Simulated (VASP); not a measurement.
Write the native input for VASP 6.6.1 that does the following.

| Quantity | Value |
| --- | --- |
| Task | single point |
| Functional | PBE |
| Potentials or basis | VASP PAW PBE potentials, release 64 (Si, C, H) |
| Cutoff | 520 eV |
| k mesh | 2 × 2 × 2 |
| Occupations | gaussian, width 0.02 eV |
| Spin | collinear spin |
| Dipole correction | no |
| Further INCAR settings | LREAL = Auto; ALGO = Normal; EDIFF = 1e-06; NBANDS = 90 |

The structure of Si16HC16 (a cell with a defect) lies in POSCAR:

```
Si16HC16
1.0
    3.0941201802     -5.3591733569      0.0000000000
   -6.1882403605      0.0000000001      0.0000000000
    0.0000000000      0.0000000000    -10.1293392031
Si C H
16 16 1
Direct
    0.3277764840      0.1620919317      0.0593204540
    0.8312063640      0.1626264214      0.0592636882
    0.3287075977      0.6654043107      0.0590874674
    0.8215602868      0.6534649637      0.0452359222
    0.1709543504      0.3382574340      0.5600638784
    0.6683340436      0.3361005278      0.5598023609
    0.1682468433      0.8339097470      0.5617671485
    0.6665231300      0.8345160120      0.5613366169
    0.4992646854      0.5063214671      0.3103188606
    1.0069896308      0.4965831576      0.3131941715
    0.5020841501      1.0035929988      0.3112463643
    1.0111529595      1.0270807866      0.3207258573
    0.4982880422      0.4990919724      0.8076727253
    0.9981490883      0.4981986893      0.8085143400
    0.4992770007      0.9999590648      0.8098909352
    0.9976087064      0.9981694101      0.8089209805
    0.3378567700      0.1728957486      0.2486022977
    0.8334389844      0.1671491927      0.2482276434
    0.3367627580      0.6719393888      0.2472266897
    0.8442955095      0.6680703291      0.2477819085
    0.1656815223      0.3323834276      0.7473957430
    0.6650424912      0.3325605136      0.7474847913
    0.1659606698      0.8325515748      0.7488898188
    0.6644991238      0.8325922796      0.7483931427
    0.0015674059      0.0020459358      0.5021522034
    0.5009515127      0.0019647241      0.4980072144
    0.0019142878      0.5019633782      0.4985548315
    0.5048019200      0.5047020842      0.4964454146
   -0.0058081719     -0.0065159366      0.9972157904
    0.4970996127     -0.0017193994      0.9979378514
   -0.0031872453      0.4942549258      0.9963194832
    0.4891394298      0.4932324866      0.9957124347
    1.0054186796      0.8201352776      0.1916431034
```

The input as run:

INCAR

```
PREC = Accurate
ENCUT = 520
EDIFF = 1E-6
ISMEAR = 0
SIGMA = 0.02
LREAL = Auto
LASPH = True
NELM = 150
ALGO = Normal
ISIF = 2
LWAVE = False
LCHARG = False
ISPIN = 2
MAGMOM = 0 0 0 0 0 0 0 0 0 0 0 0 0 0 0 0 0 0 0 0 0 0 0 0 0 0 0 0 0 0 0 0 0.21
LORBIT = 11
GGA = PE
NBANDS = 90
```

KPOINTS

```
regular mesh
0
Gamma
  2 2 2
```

Potentials or basis: VASP PAW PBE potentials, release 64 (Si, C, H).

The run is started by

```sh
$ cat potpaw_PBE.64/Si/POTCAR potpaw_PBE.64/C/POTCAR potpaw_PBE.64/H/POTCAR > POTCAR
$ mpirun -np 1 vasp_std > vasp.out
```

It gave:

```yaml
Pressure: 1.9 GPa
Largest_force: 0.180 eV/Å
Net_moment: 0.25 μB per cell
Valence_electrons_inside_the_program's_atomic_spheres: Si 1.66, 1.63, 1.67 (each value once); C 2.52, 2.54, 2.55, 2.53 (each value once); H 0.67
```

Caveat: the k points lie up to 0.59 Å⁻¹ apart.

Run time: 23 min on 1 thread of Oxide Virtual Turin-like Processor, with other jobs on the host, peak memory 0.71 GiB.
